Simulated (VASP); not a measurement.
A run of VASP 6.6.1 is set up as follows.

The input INCAR:

```
ALGO = Normal ; EDIFF = 1E-7
EDIFFG = -0.005 ; ENCUT = 600
GGA = PE ; IBRION = 2
ISIF = 3 ; ISMEAR = -1
LASPH = T ; LCHARG = F
LREAL = F ; LWAVE = F
NELM = 80 ; NSW = 60
PREC = Accurate ; PSTRESS = 660.0
SIGMA = 0.05
```

Contents of KPOINTS:

```
k-points
0
Gamma
  8 8 11
```

File POSCAR:

```
In
1.0
    4.5326456202      0.0000000000      0.0000000000
   -2.2663228101      3.9253862535      0.0000000000
    0.0000000000      0.0000000000      2.8102402846
In
3
Direct
    0.0000000000      0.0000000000      0.0000000000
    0.3333333333      0.6666666667      0.5000000000
    0.6666666667      0.3333333333      0.5000000000
```

Potentials or basis: VASP PAW PBE potentials, release 64 (In_d).

Command:

```bash
$ cat potpaw_PBE.64/In_d/POTCAR > POTCAR
$ mpirun -np 1 vasp_std > vasp.out
```

**Question.** Estimate the space group after relaxing (to 0.05 Å).

**Answer.** P6/mmm (No. 191).

**Question.** Estimate the relaxed volume.

**Answer.** 16.74 Å³/atom.

**Question.** Predict the relaxed cell.

**Answer.** a = 4.587 Å, b = 4.587 Å, c = 2.755 Å, α = 90.00°, β = 90.00°, γ = 120.00°.

Step by step:
| step | energy change (eV) | largest force (eV/Å) | pressure (GPa) | volume (Å³) |
| --- | --- | --- | --- | --- |
| 1 | 0.0000 | 0.0000 | 67.28 | 50.00 |
| 2 | -0.3984 | 0.0000 | 61.60 | 50.97 |
| 3 | -0.2113 | 0.0000 | 64.25 | 50.49 |
| 4 | 0.0310 | 0.0000 | 67.85 | 49.90 |
| 5 | -0.0788 | 0.0000 | 66.21 | 50.16 |
| 6 | -0.0816 | 0.0000 | 66.18 | 50.17 |
| 7 | -0.0843 | 0.0000 | 66.14 | 50.18 |
| 8 | -0.1056 | 0.0000 | 65.84 | 50.23 |
| 9 | -0.1026 | 0.0000 | 65.88 | 50.22 |
| 10 | -0.1040 | 0.0000 | 65.87 | 50.22 |
| 11 | -0.1082 | 0.0000 | 65.81 | 50.23 |
| 12 | -0.1160 | 0.0000 | 65.72 | 50.25 |
| 13 | -0.1111 | 0.0000 | 65.79 | 50.24 |
| 14 | -0.1144 | 0.0000 | 65.76 | 50.25 |
| 15 | -0.1127 | 0.0000 | 65.75 | 50.25 |
| 16 | -0.0988 | 0.0000 | 65.97 | 50.21 |
| 17 | -0.1019 | 0.0000 | 65.92 | 50.22 |
| 18 | -0.1022 | 0.0000 | 65.94 | 50.22 |
| 19 | -0.1075 | 0.0000 | 65.84 | 50.23 |
| 20 | -0.1036 | 0.0000 | 65.90 | 50.22 |
| 21 | -0.1030 | 0.0000 | 65.91 | 50.22 |
| 22 | -0.1026 | 0.0000 | 65.92 | 50.22 |
| 23 | -0.1004 | 0.0000 | 65.95 | 50.22 |
| 24 | -0.0997 | 0.0000 | 65.96 | 50.21 |
| 25 | -0.0983 | 0.0000 | 65.97 | 50.21 |

Caveat: the cell is relaxed towards a set pressure, so the enthalpy falls and the energy may rise.
